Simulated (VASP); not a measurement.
Wanted: the native input for a VASP 6.6.1 run.

* Task: single point
* Functional: LDA
* Potentials or basis: VASP PAW LDA potentials, release 64 (Ag)
* Cutoff: 520 eV
* k mesh: 11 × 11 × 11
* Occupations: fermi-dirac, width 0.05 eV
* Spin: no spin polarisation
* Dipole correction: no
* Further INCAR settings: ALGO = Normal; EDIFF = 1e-06; NBANDS = 12

The structure of Ag lies in POSCAR:

```
Ag
1.0
    0.0000000000      2.0427500000      2.0427500000
    2.0427500000      0.0000000000      2.0427500000
    2.0427500000      2.0427500000      0.0000000000
Ag
1
Direct
    0.0000000000      0.0000000000      0.0000000000
```

One way to write it, as run:

INCAR

```
PREC = Accurate ; ENCUT = 520
EDIFF = 1E-6 ; ISMEAR = -1
SIGMA = 0.05 ; LREAL = F
LASPH = T ; NELM = 80
ALGO = Normal ; ISIF = 2
LWAVE = F ; LCHARG = F
NBANDS = 12
```

KPOINTS

```
Automatic mesh
0
Gamma
  11 11 11
```

Potentials or basis: VASP PAW LDA potentials, release 64 (Ag).

Launch:

```console
$ cat potpaw_LDA.64/Ag/POTCAR > POTCAR
$ mpirun -np 1 vasp_std > vasp.out
```

Results of the run:

The pressure is -7.4 GPa.

Run time: 7 s on 1 thread of AMD EPYC 9R45 96-Core Processor (Zen 5), on a shared host, peak memory 0.1 GiB.
